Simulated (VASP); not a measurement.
**TePb: single point with PBE**

Crystal: TePb.

```xyz
2
Lattice="0.0000 3.3179 3.0525 3.3179 0.0000 3.0525 3.3179 3.3179 0.0000" Properties=species:S:1:pos:R:3 pbc="T T T"
Te    3.3179    3.3179    3.0525
Pb    0.0000    0.0000    0.0000
```

This cell differs from its parent crystal: ratio of the length along z to the lengths across it x 0.92, volume and fractional coordinates fixed.

- Program: VASP 6.6.1
- Task: single point
- Functional: PBE
- Potentials or basis: VASP PAW PBE potentials, release 64 (Te, Pb_d)
- Cutoff: 520 eV
- k mesh: 8 × 8 × 8
- Occupations: gaussian, width 0.05 eV
- Spin: no spin polarisation

The pressure is 3.3 GPa and the band gap on the k mesh is 0.39 eV.

Stress tensor (GPa, compression positive):
```
-0.76  0.00  0.00
 0.00 -0.76  0.00
 0.00  0.00 11.40
```

Levels at points of the mesh, in eV from the valence-band top:
| k point | band 7 | band 8 | band 9 | band 10 | band 11 | band 12 | band 13 | band 14 |
| --- | --- | --- | --- | --- | --- | --- | --- | --- |
| (0.00, 0.00, 0.00) | -5.76 | -2.18 | -1.31 | -1.31 | 3.23 | 3.23 | 5.27 | 5.43 |
| (0.50, 0.00, 0.00) | -8.88 | -1.25 | -1.13 | 0.00 | 0.39 | 0.85 | 1.39 | 8.12 |
| (0.50, 0.50, 0.00) | -7.86 | -4.89 | -3.19 | -3.19 | 2.87 | 5.06 | 5.06 | 7.32 |
| (0.50, 0.00, 0.50) | -7.28 | -4.72 | -3.45 | -2.54 | 3.16 | 4.35 | 6.13 | 6.52 |

Run time: 79 s on 1 thread of Intel Xeon 8259CL, with other jobs on the host, peak memory 0.24 GiB.

Caveat: the cell stands under pressure; spin-orbit coupling is left out, which moves the levels of the heavy elements. A k mesh can miss the band edges.
